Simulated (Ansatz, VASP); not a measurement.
# CsSnI3 in VASP and in Ansatz

```
CELL_PARAMETERS angstrom
6.24140 0.00000 0.00000
0.00000 6.24140 0.00000
0.00000 0.00000 6.24140
ATOMIC_POSITIONS crystal
Cs 0.00000 0.00000 0.00000
Sn 0.50000 0.50000 0.50000
I 0.00000 0.50000 0.50000
I 0.50000 0.00000 0.50000
I 0.50000 0.50000 0.00000
```

Alike in both runs: task single point; functional PBE; k mesh 4 × 4 × 4; no spin polarisation.

|  | VASP | Ansatz |
| --- | --- | --- |
| version | VASP 6.6.1 | Ansatz 0.2.0 |
| potentials or method | VASP PAW PBE potentials, release 64 (Cs_sv, Sn_d, I) | plane waves, PAW |
| plane-wave cutoff (eV) | 520 | 420 |
| occupations | gaussian, width 0.01 eV | fixed |
| valence electrons in the cell | 44 | 74 |

|  | VASP | Ansatz | Ansatz less VASP |
| --- | --- | --- | --- |
| gap on the k mesh at the Fermi level (eV) | 0.38 | 0.38 | +0.006 |
| pressure (GPa) | 0.5 | 0.5 | 0.00 |

VASP's potentials hold 44 valence electrons a cell and Ansatz's 74, so a difference there can come from the potentials and not from the codes.

Neither program's run includes spin-orbit coupling.
